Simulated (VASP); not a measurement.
Write the native input for VASP 6.6.1 that does the following.

| Item | Value |
| --- | --- |
| Task | single point |
| Functional | PBE |
| Potentials or basis | VASP PAW PBE potentials, release 64 (Sr_sv) |
| Cutoff | 520 eV |
| k mesh | 7 × 7 × 10 |
| Occupations | fermi-dirac, width 0.1 eV |
| Spin | no spin polarisation |
| Dipole correction | no |
| Further INCAR settings | ALGO = Normal; EDIFF = 1e-06; NBANDS = 22 |

The structure of Sr lies in POSCAR:

```
Sr
1.0
    6.7594096035      0.0000000000      0.0000000000
   -3.3797048017      5.8538204312      0.0000000000
    0.0000000000      0.0000000000      4.0366028816
Sr
3
Direct
    0.0000000000      1.0000000000      0.0000000000
    0.3333333333      0.6666666667      0.5000000000
    0.6666666667      0.3333333333      0.5000000000
```

This isn't the form of Sr at room conditions, which is fcc.

These files were run (other wordings do the same):

INCAR

```
SYSTEM = Sr
PREC = Accurate ; ENCUT = 520
EDIFF = 1E-6 ; ISMEAR = -1
SIGMA = 0.1 ; LREAL = .FALSE.
LASPH = .TRUE. ; NELM = 100
ALGO = Normal ; ISIF = 2
LWAVE = .FALSE. ; LCHARG = .FALSE.
GGA = PE ; NBANDS = 22
```

KPOINTS

```
Automatic mesh
0
G
  7 7 10
  0 0 0
```

Potentials or basis: VASP PAW PBE potentials, release 64 (Sr_sv).

Command:

```bash
$ cat potpaw_PBE.64/Sr_sv/POTCAR > POTCAR
$ mpirun -np 1 vasp_std > vasp.out
```

Results of the run:

| Property | Result |
| --- | --- |
| Pressure | 0.5 GPa |
| Band gap on the k mesh | zero (bands 15 and 16 overlap by 0.20 eV) |

Run time: 2.8 min on 1 thread of Oxide Virtual Turin-like Processor (shared host), peak memory 0.3 GiB.
